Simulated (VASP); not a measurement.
# Pt in VASP: a series of runs

Pt is run at these levels: PBE; tasks: single point, relaxation of cell and atoms.

All numbers are computed with VASP 6.6.1; they aren't measurements. Logs are shortened: lines on timing, memory, paths and dates and some standing lists are left out, and cuts for length are marked.

## Step 1: The cell of the first run

The structure is tetragonal, space group I4/mmm (No. 139). Conventional cell: a = 3.401 Å, b = 3.401 Å, c = 2.736 Å, α = 90.00°, β = 90.00°, γ = 90.00°. Within 3.6 Å of Pt (site symmetry 4/mmm) lie 14 Pt at 2.74 to 3.40 Å.

## Step 2: Single point, PBE

INCAR reads:

```
PREC = Accurate ; ENCUT = 520
EDIFF = 1E-6 ; ISMEAR = 0
SIGMA = 0.1 ; LREAL = F
LASPH = T ; NELM = 100
ALGO = Normal ; ISIF = 2
LWAVE = F ; LCHARG = F
GGA = PE ; NBANDS = 11
```

KPOINTS reads:

```
regular mesh
0
Gamma
  26 26 26
```

POSCAR reads:

```
Pt
1.0
   -1.7003474221      1.7003474221      1.3678838907
    1.7003474221     -1.7003474221      1.3678838907
    1.7003474221      1.7003474221     -1.3678838907
Pt
1
Direct
    0.5000000000      0.5000000000      0.0000000000
```

Potentials or basis: VASP PAW PBE potentials, release 64 (Pt).

The run is started by

```sh
cat potpaw_PBE.64/Pt/POTCAR > POTCAR
mpirun -np 1 vasp_std > vasp.out
```

OUTCAR:

```text
PREC = Accurate
   ENCUT = 520
   EDIFF = 1E-6
   ISMEAR = 0
   LREAL = F
   LASPH = T
   NELM = 100
   ISIF = 2
   GGA = PE

 ion  position               nearest neighbor table
   1  0.500  0.500  0.000-

  LATTYP: Found a body centered tetragonal cell.
 ALAT       =     3.4006948442
 C/A-ratio  =     0.8044731758

  Lattice vectors:

 A1 = (  -1.7003474221,   1.7003474221,   1.3678838907)
 A2 = (   1.7003474221,  -1.7003474221,   1.3678838907)
 A3 = (   1.7003474221,   1.7003474221,  -1.3678838907)

Analysis of symmetry for initial positions (statically):
=====================================================================
 Subroutine PRICEL returns:
 Original cell was already a primitive cell.

 Routine SETGRP: Setting up the symmetry group for a
 body centered tetragonal supercell.

 Subroutine GETGRP returns: Found 16 space group operations
 (whereof 16 operations were pure point group operations)
 out of a pool of 16 trial point group operations.

The static configuration has the point symmetry D_4h.

Analysis of symmetry for dynamics (positions and initial velocities):
=====================================================================
 Subroutine PRICEL returns:
 Original cell was already a primitive cell.

 Routine SETGRP: Setting up the symmetry group for a
 body centered tetragonal supercell.

 Subroutine GETGRP returns: Found 16 space group operations
 (whereof 16 operations were pure point group operations)
 out of a pool of 16 trial point group operations.

The dynamic configuration has the point symmetry D_4h.

 Subroutine INISYM returns: Found 16 space group operations
 (whereof 16 operations are pure point group operations),
 and found     1 'primitive' translations

----------------------------------------------------------------------------------------

                                     Primitive cell

  volume of cell :      15.8192

  direct lattice vectors                    reciprocal lattice vectors
    -1.700347422  1.700347422  1.367883891     0.000000000  0.294057552  0.365528100
     1.700347422 -1.700347422  1.367883891     0.294057552  0.000000000  0.365528100
     1.700347422  1.700347422 -1.367883891     0.294057552  0.294057552  0.000000000

  length of vectors
     2.766490385  2.766490385  2.766490385     0.469127526  0.469127526  0.415860178

  position of ions in fractional coordinates (direct lattice)
     0.500000000  0.500000000  0.000000000

  ion indices of the primitive-cell ions
   primitive index   ion index
                 1           1

----------------------------------------------------------------------------------------

 KPOINTS: regular mesh

Automatic generation of k-mesh.
 Grid dimensions read from file:
 generate k-points for:   26   26   26

 Generating k-lattice:

  Cartesian coordinates                     Fractional coordinates (reciprocal lattice)
     0.000000000  0.011309906  0.014058773     0.038461538  0.000000000 -0.000000000
     0.011309906  0.000000000  0.014058773     0.000000000  0.038461538 -0.000000000
     0.011309906  0.011309906  0.000000000     0.000000000  0.000000000  0.038461538

  Length of vectors
     0.018043366  0.018043366  0.015994622

  Shift w.r.t. Gamma in fractional coordinates (k-lattice)
     0.000000000  0.000000000  0.000000000

 Subroutine IBZKPT returns following result:
 ===========================================

 Found   1330 irreducible k-points:

 Following reciprocal coordinates:
            Coordinates               Weight
  0.000000  0.000000  0.000000      1.000000
  0.038462  0.000000  0.000000      8.000000
  0.076923  0.000000  0.000000      8.000000
  0.115385  0.000000  0.000000      8.000000
  0.153846  0.000000  0.000000      8.000000
  0.192308  0.000000 -0.000000      8.000000
[... 16 lines left out ...]
  0.346154  0.038462  0.000000     16.000000
  0.384615  0.038462 -0.000000     16.000000
 [... further k-points ...]
   k-points           NKPTS =   1330   k-points in BZ     NKDIM =   1330   number of bands    NBANDS=     11
   number of dos      NEDOS =    301   number of ions     NIONS =      1
   total plane-waves  NPLWV =  13824
   dimension x,y,z NGX =    24 NGY =   24 NGZ =   24
   dimension x,y,z NGXF=    48 NGYF=   48 NGZF=   48
   ions per type =               1
   NGX,Y,Z   is equivalent  to a cutoff of  14.42, 14.42, 14.42 a.u.
   NGXF,Y,Z  is equivalent  to a cutoff of  28.84, 28.84, 28.84 a.u.
 SYSTEM =  unknown system
   PREC   = accura    normal or accurate (medium, high low for compatibility)
   ISTART =      0    job   : 0-new  1-cont  2-samecut
   ICHARG =      2    charge: 1-file 2-atom 10-const
   ISPIN  =      1    spin polarized calculation?
   LNONCOLLINEAR =      F non collinear calculations
   LSORBIT =      F    spin-orbit coupling
   LASPH  =      T    aspherical Exc in radial PAW
   ENCUT  =  520.0 eV  38.22 Ry    6.18 a.u.   5.14  5.14  5.14*2*pi/ulx,y,z
[... 58 lines left out ...]
  band No.  band energies     occupation
      1       0.6795      2.00000
      2       5.6540      2.00000
      3       7.2716      2.00000
      4       7.6751      2.00000
      5       7.6751      2.00000
      6       9.9696      2.00000
      7      25.8913      0.00000
      8      25.8913      0.00000
      9      31.0378      0.00000
     10      35.2056      0.00000
     11      35.2056      0.00000

 k-point     2 :       0.0385    0.0000    0.0000
  band No.  band energies     occupation
      1       0.7475      2.00000
      2       5.6771      2.00000
      3       7.2951      2.00000
      4       7.6560      2.00000
      5       7.6598      2.00000
      6       9.9391      2.00000
      7      25.9751      0.00000
      8      25.9954      0.00000
      9      30.8906      0.00000
     10      34.4869      0.00000
     11      35.1108      0.00000

 k-point     3 :       0.0769    0.0000    0.0000
  band No.  band energies     occupation
      1       0.9492      2.00000
      2       5.7375      2.00000
      3       7.3302      2.00000
      4       7.6263      2.00000
      5       7.6364      2.00000
      6       9.8541      2.00000
      7      26.2075      0.00000
      8      26.3011      0.00000
      9      30.4216      0.00000
     10      33.6227      0.00000
     11      34.8044      0.00000

 k-point     4 :       0.1154    0.0000    0.0000
  band No.  band energies     occupation
      1       1.2768      2.00000
      2       5.8059      2.00000
      3       7.2683      2.00000
      4       7.6121      2.00000
      5       7.7338      2.00000
      6       9.7306      2.00000
      7      26.5234      0.00000
      8      26.7883      0.00000
      9      29.6363      0.00000
     10      33.1096      0.00000
     11      34.2433      0.00000

 k-point     5 :       0.1538    0.0000    0.0000
  band No.  band energies     occupation
      1       1.7148      2.00000
      2       5.8353      2.00000
      3       7.1195      2.00000
      4       7.6754      2.00000
      5       7.9562      2.00000
      6       9.5879      2.00000
      7      26.7667      0.00000
      8      27.4209      0.00000
      9      28.7199      0.00000
     10      32.9141      0.00000
     11      33.4226      0.00000
[... 211 lines left out ...]
 k-point    21 :       0.2692    0.0385    0.0000
  band No.  band energies     occupation
      1       3.5357      2.00000
      2       5.3907      2.00000
      3       7.1030      2.00000
      4       8.8512      2.00000
      5       9.0574      2.00000
      6       9.4124      2.00000
      7      23.9512      0.00000
      8      26.2164      0.00000
      9      28.2053      0.00000
     10      31.4529      0.00000
     11      31.9979      0.00000

 k-point    22 :       0.3077    0.0385   -0.0000
  band No.  band energies     occupation
      1       3.7509      2.00000
      2       5.2067      2.00000
      3       7.6134      2.00000
      4       8.9912      2.00000
      5       9.4010      2.00000
      6       9.8144      2.00000
      7      22.5341      0.00000
      8      25.1191      0.00000
      9      27.1954      0.00000
     10      31.9611      0.00000
     11      32.3875      0.00000

 k-point    23 :       0.3462    0.0385    0.0000
  band No.  band energies     occupation
      1       3.8087      2.00000
      2       5.0436      2.00000
      3       8.2974      2.00000
      4       9.0044      2.00000
      5       9.9761      2.00000
      6      10.1895      1.96811
      7      21.0043      0.00000
      8      24.2079      0.00000
      9      26.2044      0.00000
     10      32.1159      0.00000
     11      33.2557      0.00000

 k-point    24 :       0.3846    0.0385   -0.0000
  band No.  band energies     occupation
      1       3.7875      2.00000
      2       4.9143      2.00000
      3       8.6943      2.00000
      4       9.3900      2.00000
      5      10.4687      0.07142
      6      10.6047      0.00019
      7      19.4996      0.00000
      8      23.5326      0.00000
      9      25.3467      0.00000
     10      32.3548      0.00000
     11      33.8658      0.00000

 [... further k-points ...]

------------------------ aborting loop because EDIFF is reached ----------------------------------------

  FORCE on cell =-STRESS in cart. coord.  units (eV):
  Direction    XX          YY          ZZ          XY          YZ          ZX
  --------------------------------------------------------------------------------------
  -------------------------------------------------------------------------------------
  Total       -0.0514828     -0.0514828     -0.0511163      0.0000000      0.0000000     -0.0000000
  in kB       -5.2142017     -5.2142017     -5.1770858      0.0000000      0.0000000     -0.0000000
  external PRESSURE =      -5.2018297 kB  Pullay stress =       0.0000000 kB

 VOLUME and BASIS-vectors are now :
 -----------------------------------------------------------------------------
  energy-cutoff  :      520.00
  volume of cell :       15.82
      direct lattice vectors                 reciprocal lattice vectors
    -1.700347422  1.700347422  1.367883891     0.000000000  0.294057552  0.365528100
     1.700347422 -1.700347422  1.367883891     0.294057552  0.000000000  0.365528100
     1.700347422  1.700347422 -1.367883891     0.294057552  0.294057552  0.000000000

 POSITION                                       TOTAL-FORCE (eV/Angst)
 -----------------------------------------------------------------------------------
      0.00000      0.00000      1.36788         0.000000      0.000000     -0.000000
 -----------------------------------------------------------------------------------
    total drift:                               -0.000000      0.000000      0.000000

  FREE ENERGIE OF THE ION-ELECTRON SYSTEM (eV)
  ---------------------------------------------------
  free  energy   TOTEN  =        -6.0944655236 eV

  energy  without entropy=       -6.0886488016  energy(sigma->0) =       -6.09155716
```

Wall time 56 s (1 thread of Intel Xeon 6975P-C (Granite Rapids), shared host); peak memory 0.34 GiB.

What came out:

```yaml
Free_energy: -6.0945 eV
Pressure: -0.5 GPa
Band_gap_on_the_k_mesh: zero (band 5 reaches 11.06 eV, above the bottom of band 6 at 9.01 eV)
```

Levels at points of the mesh, in eV from the Fermi level:
```tsv
k point	band 3	band 4	band 5	band 6	band 7	band 8
(0.00, 0.00, 0.00)	-3.07	-2.67	-2.67	-0.37	15.55	15.55
(0.50, 0.00, 0.00)	-1.53	0.37	0.55	0.80	7.07	12.52
(0.50, 0.50, 0.00)	-3.17	-1.48	-0.71	0.57	4.90	15.04
(0.50, 0.50, 0.50)	0.20	0.20	0.72	5.45	5.45	11.35
```

Caveat: spin-orbit coupling is left out, which moves the levels of the heavy elements.

## Step 3: Relaxation of cell and atoms, PBE

INCAR reads:

```
SYSTEM = Pt
  PREC = Accurate
  ENCUT = 600
  EDIFF = 1E-7
  ISMEAR = 0
  SIGMA = 0.1
  LREAL = .FALSE.
  LASPH = .TRUE.
  NELM = 100
  ALGO = Normal
  ISIF = 3
  LWAVE = .FALSE.
  LCHARG = .FALSE.
  GGA = PE
  IBRION = 2
  NSW = 100
  EDIFFG = -0.01
```

KPOINTS reads:

```
regular mesh
0
G
  26 26 26
  0 0 0
```

POSCAR reads:

```
Pt
1.0
   -1.6987576149      1.6987576149      1.3714464363
    1.6987576149     -1.6987576149      1.3714464363
    1.6987576149      1.6987576149     -1.3714464363
Pt
1
Direct
    0.5000000000      0.5000000000      0.0000000000
```

Potentials or basis: VASP PAW PBE potentials, release 64 (Pt).

The run is started by

```sh
cat potpaw_PBE.64/Pt/POTCAR > POTCAR
mpirun -np 1 vasp_std > vasp.out
```

Run time: 2.5 min. Hardware: 1 thread of Intel Xeon 6975P-C (Granite Rapids), shared host; peak memory 0.39 GiB.

Results (log left out):

- Free energy: -6.0947 eV
- Relaxed volume: 15.79 Å³/atom
- Relaxed cell: a = 2.765 Å, b = 2.765 Å, c = 2.765 Å, α = 104.15°, β = 104.15°, γ = 120.73°
- Space group after relaxing (to 0.05 Å): I4/mmm (No. 139)
- Energy gained by relaxing: 0.2 meV/atom
- Ionic steps: 5
- Pressure after relaxing: 0.0 GPa
- Band gap on the k mesh: zero (band 5 reaches 11.09 eV, above the bottom of band 6 at 9.03 eV)

The path:
```
step  energy change (eV)  largest force (eV/Å)  pressure (GPa)  volume (Å³)
   1              0.0000                0.0000           -0.67        15.83
   2              0.0005                0.0000            1.83        15.68
   3             -0.0002                0.0000            0.15        15.78
   4             -0.0002                0.0000            0.13        15.78
   5             -0.0002                0.0000           -0.03        15.79
```

Final structure:
```xyz
1
Lattice="-1.6994 1.6994 1.3672 1.6994 -1.6994 1.3672 1.6994 1.6994 -1.3672" Properties=species:S:1:pos:R:3 pbc="T T T"
Pt    1.6994    1.6994    0.0000
```

Levels at points of the mesh, in eV from the Fermi level:
| k point | band 3 | band 4 | band 5 | band 6 | band 7 | band 8 |
| --- | --- | --- | --- | --- | --- | --- |
| (0.00, 0.00, 0.00) | -3.08 | -2.67 | -2.67 | -0.37 | 15.55 | 15.55 |
| (0.50, 0.00, 0.00) | -1.53 | 0.37 | 0.55 | 0.80 | 7.08 | 12.52 |
| (0.50, 0.50, 0.00) | -3.18 | -1.49 | -0.72 | 0.57 | 4.91 | 15.04 |
| (0.50, 0.50, 0.50) | 0.20 | 0.20 | 0.72 | 5.45 | 5.45 | 11.37 |

Caveat: spin-orbit coupling is left out, which moves the levels of the heavy elements.

## Step 4: Relaxation of cell and atoms, PBE

This run uses another cell than the first one, of 15.74 Å³/atom, 0.995 times its volume.

INCAR reads:

```
PREC     = Accurate       # precision mode
ENCUT    = 600            # plane-wave cutoff, eV
EDIFF    = 1E-7           # SCF threshold, eV
ISMEAR   = 0              # smearing method
SIGMA    = 0.1            # smearing width, eV
LREAL    = False          # projectors in reciprocal space
LASPH    = True           # aspherical terms in the spheres
NELM     = 100            # most SCF steps
ALGO     = Normal         # electronic algorithm
ISIF     = 3              # what is computed and relaxed
LWAVE    = False          # write WAVECAR
LCHARG   = False          # write CHGCAR
GGA      = PE             # functional
IBRION   = 2              # ionic algorithm
NSW      = 100            # ionic steps
EDIFFG   = -0.01          # ionic threshold
```

KPOINTS reads:

```
Automatic mesh
0
Gamma
  26 26 26
```

POSCAR reads:

```
Pt
1.0
   -1.3667920778      1.6796542471      1.7143712319
    1.3667920778     -1.6796542471      1.7143712319
    1.3667920778      1.6796542471     -1.7143712319
Pt
1
Direct
    0.5000000000      0.5000000000      0.0000000000
```

The run is started by

```sh
cat potpaw_PBE.64/Pt/POTCAR > POTCAR
mpirun -np 1 vasp_std > vasp.out
```

Run time: 23 min. Hardware: 1 thread of Intel Xeon Platinum 8259CL at 2.50GHz (Skylake/Cascade Lake), shared host; peak memory 0.65 GiB.

Results (log left out):

```
Free energy                            : -6.0946 eV
Relaxed volume                         : 15.79 Å³/atom
Relaxed cell                           : a = 2.765 Å, b = 2.765 Å, c = 2.765 Å, α = 120.71°, β = 104.20°, γ = 104.12°
Space group after relaxing (to 0.05 Å) : I4/mmm (No. 139)
Energy gained by relaxing              : 0.3 meV/atom
Ionic steps                            : 14
Pressure after relaxing                : 0.1 GPa
Band gap on the k mesh                 : zero (band 5 reaches 11.10 eV, above the bottom of band 6 at 9.04 eV)
```

Step by step:
| step | energy change (eV) | largest force (eV/Å) | pressure (GPa) | volume (Å³) |
| --- | --- | --- | --- | --- |
| 1 | 0.0000 | 0.0000 | 0.72 | 15.74 |
| 2 | 0.0005 | 0.0000 | -1.70 | 15.90 |
| 3 | -0.0001 | 0.0000 | -0.01 | 15.79 |
| 4 | -0.0001 | 0.0000 | -0.03 | 15.79 |
| 5 | -0.0001 | 0.0000 | -0.02 | 15.79 |
| 6 | -0.0002 | 0.0000 | -0.03 | 15.80 |
| 7 | -0.0002 | 0.0000 | -0.02 | 15.80 |
| 8 | -0.0002 | 0.0000 | -0.01 | 15.80 |
| 9 | -0.0003 | 0.0000 | 0.02 | 15.79 |
| 10 | -0.0003 | 0.0000 | 0.08 | 15.79 |
| 11 | -0.0003 | 0.0000 | 0.05 | 15.79 |
| 12 | -0.0003 | 0.0000 | -0.09 | 15.80 |
| 13 | -0.0003 | 0.0000 | -0.09 | 15.80 |
| 14 | -0.0003 | 0.0000 | 0.06 | 15.79 |

Final structure:
```
Pt
1.0
    -1.36739    1.69831    1.69971
     1.36739   -1.69831    1.69971
     1.36739    1.69831   -1.69971
Pt
1
Cartesian
  0.0000 0.0000 1.6997
```

Levels at points of the mesh, in eV from the Fermi level:
```csv
k point,band 2,band 3,band 4,band 5,band 6,band 7,band 8,band 9
"(0.00, 0.00, 0.00)",-4.70,-3.07,-2.68,-2.67,-0.37,15.55,15.56,20.69
"(0.50, 0.00, 0.00)",-3.46,-3.18,-1.49,-0.72,0.57,4.92,15.04,19.58
"(0.00, 0.50, 0.00)",-5.59,-1.54,0.37,0.55,0.79,7.08,12.53,14.10
"(0.50, 0.50, 0.00)",-5.59,-1.53,0.37,0.55,0.80,7.09,12.52,14.08
"(0.50, 0.50, 0.50)",-6.25,0.20,0.20,0.72,5.44,5.46,11.38,12.44
```

Caveat: spin-orbit coupling is left out, which moves the levels of the heavy elements.

## Step 5: The runs side by side

| task | cell | cutoff (eV) | gap on the mesh (eV) | pressure (GPa) | relaxed volume (Å³/atom) |
| --- | --- | --- | --- | --- | --- |
| single point | a = 2.766 Å, angles 104.2, 104.2, 120.7°, 1 atom | 520 | none | -0.5 | - |
| relaxation of cell and atoms | relaxed from a = 2.766 Å, angles 104.2, 104.2, 120.6°, 1 atom | 600 | none | 0.0 | 15.79 |
| relaxation of cell and atoms | relaxed from a = 2.762 Å, angles 120.7, 105.1, 103.3°, 1 atom | 600 | none | 0.1 | 15.79 |

Alike in all rows: level PBE; potentials or basis VASP PAW PBE potentials, release 64 (Pt); no spin polarisation; k mesh 26 × 26 × 26; smearing gaussian 0.1 eV.

Caveats: spin-orbit coupling is left out, which moves the levels of the heavy elements.

Total energies depend on the potentials used, so only differences within one code and one set of settings carry meaning.
